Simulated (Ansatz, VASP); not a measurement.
Ta3TiSi8: VASP beside Ansatz

```
Ti Ta Si
1.0
     4.83537   -0.00195    0.00698
     1.19677    4.81377   -0.00472
     1.24477    1.20982    7.51604
Ti Ta Si
1 3 8
Cartesian
  4.8399 3.9136 1.8841
  6.0529 4.9695 4.7013
  2.4191 1.9534 0.9380
  2.4366 2.1079 5.6335
  3.7530 4.3371 6.0036
  4.8894 1.3452 2.2223
  5.9910 3.7947 7.1894
  2.3649 0.7614 3.3861
  4.7575 2.7403 4.3144
  2.3019 4.5339 0.5914
  4.9674 1.4734 6.9651
  2.5264 3.2970 3.1660
```

Alike in both runs: functional PBE; k mesh 8 × 8 × 6; occupations fermi-dirac, width 0.15 eV; no spin polarisation.

Ansatz relaxed the structure, and its values are those at the end. VASP's run is a single point on that final structure, the one shown.

```csv
,VASP,Ansatz
version,VASP 6.6.1,Ansatz 0.2.0
potentials or method,"VASP PAW PBE potentials, release 64 (Ti_sv, Ta_pv, Si), cutoff 520 eV","scalar-relativistic, plane waves, PAW"
valence electrons in the cell,77,83
```

|  | VASP | Ansatz | Ansatz less VASP |
| --- | --- | --- | --- |
| gap on the k mesh at the Fermi level (eV) | none | none | - |
| pressure (GPa) | 0.1 | 0.0 | -0.05 |

A gap of «none» marks a metal or a gap that the smearing closes. The functional is the same, so the differences come from potentials, cutoffs and numerics. VASP's potentials hold 77 valence electrons a cell and Ansatz's 83, so a difference there can come from the potentials and not from the codes.

Spin-orbit coupling is off throughout.
